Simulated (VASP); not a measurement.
Wanted: the native input for a VASP 6.6.1 run.

```yaml
Task: single point
Functional: PBE
Potentials_or_basis: VASP PAW PBE potentials, release 64 (Be, Te)
Cutoff: 600 eV
k_mesh: 6 × 6 × 6
Occupations: gaussian, width 0.1 eV
Spin: no spin polarisation
Dipole_correction: no
Further_INCAR_settings: ALGO = Normal; EDIFF = 1e-06; NBANDS = 12
```

The structure of Be2Te lies in POSCAR:

```
Be2Te
1.0
    1.8801658873      1.0855142811      4.1298592417
   -1.8801658873      1.0855142811      4.1298592417
    0.0000000000     -2.1710285623      4.1298592416
Be Te
2 1
Direct
    0.7923840682      0.7923840682      0.7923840682
    0.5473069042      0.5473069042      0.5473069042
   -0.0063909723     -0.0063909723     -0.0063909723
```

One way to write it, as run:

INCAR

```
ALGO = Normal
EDIFF = 1E-6
ENCUT = 600
GGA = PE
GGA_COMPAT = F
ISIF = 2
ISMEAR = 0
LASPH = T
LCHARG = T
LELF = T
LREAL = F
LVHAR = T
LWAVE = F
NBANDS = 12
NELM = 120
PREC = Accurate
SIGMA = 0.1
```

KPOINTS

```
k-points
0
Gamma
  6 6 6
```

Potentials or basis: VASP PAW PBE potentials, release 64 (Be, Te).

Launch:

```sh
$ cat potpaw_PBE.64/Be/POTCAR potpaw_PBE.64/Te/POTCAR > POTCAR
$ mpirun -np 1 vasp_std > vasp.out
```

Results of the run:

```
Pressure               : 0.1 GPa
Largest force          : 0.023 eV/Å
Band gap on the k mesh : zero (bands 5 and 6 overlap by 2.70 eV)
```

Caveat: spin-orbit coupling is left out, which moves the levels of the heavy elements.

Wall time 34 s on 1 thread of Intel(R) Xeon(R) Platinum 8259CL CPU @ 2.50GHz (Skylake/Cascade Lake), on a shared host, peak memory 0.24 GiB.
